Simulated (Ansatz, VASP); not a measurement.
Two plane-wave programs on Nb2SiB2

Contents of INCAR:

```
SYSTEM = Nb2SiB2
PREC     = Accurate       ! precision mode
ENCUT    = 600            ! plane-wave cutoff, eV
EDIFF    = 1E-6           ! SCF threshold, eV
ISMEAR   = 0              ! smearing method
SIGMA    = 0.1            ! smearing width, eV
LREAL    = .False.        ! projectors in reciprocal space
LASPH    = .True.         ! aspherical terms in the spheres
NELM     = 60             ! most SCF steps
ALGO     = Normal         ! electronic algorithm
ISIF     = 3              ! what is computed and relaxed
LWAVE    = .False.        ! write WAVECAR
LCHARG   = .False.        ! write CHGCAR
GGA      = PE             ! functional
IBRION   = 2              ! ionic algorithm
NSW      = 100            ! ionic steps
EDIFFG   = -0.01          ! ionic threshold
```

KPOINTS

```
regular mesh
0
Gamma
  12 12 8
  0 0 0
```

The input POSCAR:

```
Nb2SiB2
1.0
    4.2764862923      0.0000000000      0.0000000000
   -2.1382431461      3.7035457680      0.0000000000
    0.0000000000      0.0000000000      4.5938824817
Nb Si B
2 1 2
Direct
    0.3333333333      0.6666666667      0.5000000000
    0.6666666667      0.3333333333      0.5000000000
    0.0000000000      0.0000000000      0.0000000000
    0.3333333333      0.6666666667      0.0000000000
    0.6666666667      0.3333333333      0.0000000000
```

Input for Ansatz:

```yaml
crystal:
  lattice:
    - [4.2764862923, 0.0, 0.0]
    - [-2.1382431461, 3.703545768, 0.0]
    - [0.0, 0.0, 4.5938824817]
  atoms:
    - { symbol: Nb, position: [0.3333333333, 0.6666666667, 0.5] }
    - { symbol: Nb, position: [0.6666666667, 0.3333333333, 0.5] }
    - { symbol: Si, position: [0.0, 0.0, 0.0] }
    - { symbol: B, position: [0.3333333333, 0.6666666667, 0.0] }
    - { symbol: B, position: [0.6666666667, 0.3333333333, 0.0] }
basis:
  ecutwfc: 420
kpoints:
  mp_grid: { grid: [12, 12, 8] }
hamiltonian:
  xc: pbe
scf:
  occupations: { method: gaussian, width: 0.1 }
output:
  forces: true
  stress: true
  eigenvalues: true
  write_density: true
  write_potential: true
  elf: true
  volumetric_format: npy
relax:
  adjacent_minimum: "off"
  f_tol: 0.01
  max_steps: 80
  cell: { stress_tol: 0.05 }
```

Alike in both runs: task relaxation of cell and atoms; functional PBE; k mesh 12 × 12 × 8; occupations gaussian, width 0.1 eV; no spin polarisation.

```csv
,VASP,Ansatz
version,VASP 6.6.1,Ansatz 0.2.0
potentials or method,"VASP PAW PBE potentials, release 64 (Nb_sv, Si, B), cutoff 600 eV","scalar-relativistic, plane waves, PAW"
valence electrons in the cell,36,36
```

```tsv
	VASP	Ansatz	Ansatz less VASP
gap on the k mesh at the Fermi level, each at its own relaxed structure (eV)	none	none	-
relaxed volume (Å³/atom)	14.58	14.59	+0.007
relaxed cell length with the largest relative difference (Å)	4.559	4.562	+0.0027
```

A gap of «none» marks a metal or a gap that the smearing closes.
